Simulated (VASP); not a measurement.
# Al2InN3: relaxation of cell and atoms with PBE

The system is Al2InN3.

```
Al In N
1.0
     3.06294    0.06561   -0.01871
     0.11363    5.14969    0.08561
    -0.04647    0.12275    7.55281
Al In N
4 2 6
Direct
  0.97507 0.32071 0.65046
  0.46425 0.83838 0.63974
  0.49160 0.17483 0.31960
  0.01972 0.67041 0.35089
  0.51041 0.47740 0.00001
  0.02087 0.99928 0.00136
  0.99949 0.33616 0.22032
  0.51509 0.82733 0.21003
  0.52114 0.16941 0.78395
  0.97300 0.65280 0.82284
  0.49550 0.52475 0.49951
  0.01386 0.00854 0.50129
```

- Program: VASP 6.6.1
- Task: relaxation of cell and atoms
- Functional: PBE
- Potentials or basis: VASP PAW PBE potentials, release 64 (Al, In_d, N)
- Cutoff: 600 eV
- k mesh: 4 × 4 × 2
- Occupations: gaussian, width 0.1 eV
- Spin: no spin polarisation
- Dipole correction: no
- Further INCAR settings: ALGO = Normal; EDIFF = 1e-07; IBRION = 2; EDIFFG = -0.025; NSW = 80; ISIF = 3

```yaml
Relaxed_volume: 9.94 Å³/atom
Relaxed_cell: a = 3.031 Å, b = 5.236 Å, c = 7.514 Å, α = 90.12°, β = 90.02°, γ = 89.98°
Space_group_after_relaxing_to_0.1_Å: P-3m1 (No. 164)
Energy_gained_by_relaxing: 123.3 meV/atom
Ionic_steps: 18
Pressure_after_relaxing: -0.1 GPa
Largest_force_after_relaxing: 0.016 eV/Å
Band_gap_on_the_k_mesh: 2.32 eV (least direct gap 2.58 eV)
```

Forces on the atoms (eV/Å):
```
Al   0.004  0.011 -0.009
Al   0.007  0.002  0.006
Al  -0.006 -0.003  0.011
Al  -0.008 -0.009  0.003
In  -0.003  0.006  0.005
In   0.002 -0.008 -0.003
N   -0.009 -0.007  0.012
N   -0.003  0.001 -0.004
N    0.009 -0.001 -0.002
N    0.008  0.004 -0.003
N   -0.003  0.004 -0.011
N    0.001 -0.001 -0.003
```

The path:
```tsv
step	energy change (eV)	largest force (eV/Å)	pressure (GPa)	volume (Å³)
1	0.0000	3.6507	6.00	119.04
2	-0.9822	1.3103	-8.24	125.42
3	-1.0401	1.2124	-6.15	124.11
4	-1.3377	0.7182	1.82	118.70
5	-1.3383	0.7263	2.29	118.44
6	-1.4338	0.5425	0.46	119.14
7	-1.4352	0.5529	0.27	119.24
8	-1.4627	0.2245	-0.70	119.68
9	-1.4629	0.2447	-0.79	119.72
10	-1.4740	0.1366	0.40	119.03
11	-1.4741	0.1348	0.54	118.95
12	-1.4776	0.1271	-0.16	119.32
13	-1.4776	0.1308	-0.18	119.34
14	-1.4790	0.0582	-0.06	119.27
15	-1.4791	0.0655	-0.03	119.25
16	-1.4795	0.0335	0.08	119.19
17	-1.4795	0.0358	0.09	119.19
18	-1.4797	0.0158	-0.06	119.27
```

Final structure:
```cif
data_structure
_symmetry_space_group_name_H-M 'P 1'
_symmetry_Int_Tables_number 1
_cell_length_a 3.0315
_cell_length_b 5.2358
_cell_length_c 7.5142
_cell_angle_alpha 90.125
_cell_angle_beta 90.018
_cell_angle_gamma 89.984
_cell_volume 119.27
loop_
_atom_site_label
_atom_site_type_symbol
_atom_site_fract_x
_atom_site_fract_y
_atom_site_fract_z
_atom_site_occupancy
Al1 Al 0.99935 0.33244 0.65550 1
Al2 Al 0.49925 0.83259 0.65534 1
Al3 Al 0.50076 0.16746 0.34447 1
Al4 Al 0.00077 0.66745 0.34457 1
In1 In 0.50013 0.50004 0.99989 1
In2 In 0.99987 0.00006 0.00005 1
N1 N 0.00087 0.33389 0.19706 1
N2 N 0.50058 0.83377 0.19730 1
N3 N 0.49910 0.16620 0.80286 1
N4 N 0.99920 0.66623 0.80284 1
N5 N 0.50017 0.49987 0.50011 1
N6 N 0.99995 0.00000 0.50003 1
```

Levels at points of the mesh, in eV from the valence-band top:
| k point | band 30 | band 31 | band 32 | band 33 | band 34 | band 35 | band 36 | band 37 | band 38 | band 39 |
| --- | --- | --- | --- | --- | --- | --- | --- | --- | --- | --- |
| (0.00, 0.00, 0.00) | -0.32 | -0.29 | -0.28 | -0.27 | -0.26 | 2.32 | 2.41 | 4.88 | 5.01 | 5.29 |
| (0.50, 0.00, 0.00) | -2.19 | -2.15 | -2.15 | -0.54 | -0.54 | 3.76 | 3.76 | 5.83 | 5.84 | 5.91 |
| (0.00, 0.50, 0.00) | -0.80 | -0.71 | -0.71 | -0.34 | -0.34 | 3.77 | 3.77 | 5.76 | 5.76 | 7.06 |
| (0.50, 0.50, 0.00) | -2.01 | -1.28 | -1.28 | -1.13 | -1.13 | 2.33 | 2.33 | 4.88 | 4.89 | 5.47 |
| (0.00, 0.00, 0.50) | -0.64 | -0.59 | -0.48 | -0.03 | -0.02 | 3.35 | 3.70 | 3.87 | 4.50 | 4.69 |
| (0.50, 0.00, 0.50) | -2.73 | -1.51 | -1.51 | -1.39 | -1.38 | 4.11 | 4.11 | 6.23 | 6.24 | 6.35 |
| (0.00, 0.50, 0.50) | -1.40 | -0.92 | -0.92 | -0.30 | -0.30 | 3.69 | 3.70 | 5.85 | 5.85 | 6.46 |
| (0.50, 0.50, 0.50) | -2.10 | -0.58 | -0.58 | -0.48 | -0.48 | 3.36 | 3.36 | 3.88 | 3.89 | 4.52 |

It took 19 min on 1 thread of Intel(R) Xeon(R) 6975P-C (Granite Rapids), with other jobs on the host, peak memory 0.29 GiB.

Caveat: the k points lie up to 0.52 Å⁻¹ apart in the final cell; spin-orbit coupling is left out, which moves the levels of the heavy elements. A k mesh can miss the band edges.
